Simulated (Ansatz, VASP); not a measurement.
**One calculation of TaN, two programs**

```
CELL_PARAMETERS angstrom
0.00000 2.22597 2.22597
2.22597 0.00000 2.22597
2.22597 2.22597 0.00000
ATOMIC_POSITIONS crystal
Ta 0.50000 0.50000 0.50000
N 0.00000 0.00000 0.00000
```

Alike in both runs: task single point; functional r2SCAN; k mesh 10 × 10 × 10; occupations fermi-dirac, width 0.05 eV; no spin polarisation.

|  | VASP | Ansatz |
| --- | --- | --- |
| version | VASP 6.6.1 | Ansatz 0.2.0 |
| potentials or method | VASP PAW PBE potentials, release 64 (Ta_sv_GW, N) | Ansatz PAW |
| plane-wave cutoff (eV) | 660 | 500 |
| valence electrons in the cell | 18 | 18 |

|  | VASP | Ansatz | Ansatz less VASP |
| --- | --- | --- | --- |
| gap on the k mesh at the Fermi level (eV) | none | none | - |
| pressure (GPa) | -12.4 | -12.3 | +0.08 |

VASP's potentials were made for PBE, not for r2SCAN. A gap of «none» marks a metal or a gap that the smearing closes. With one functional, cell and mesh, what is left measures potentials, basis and numerics.

Spin-orbit coupling is off throughout.
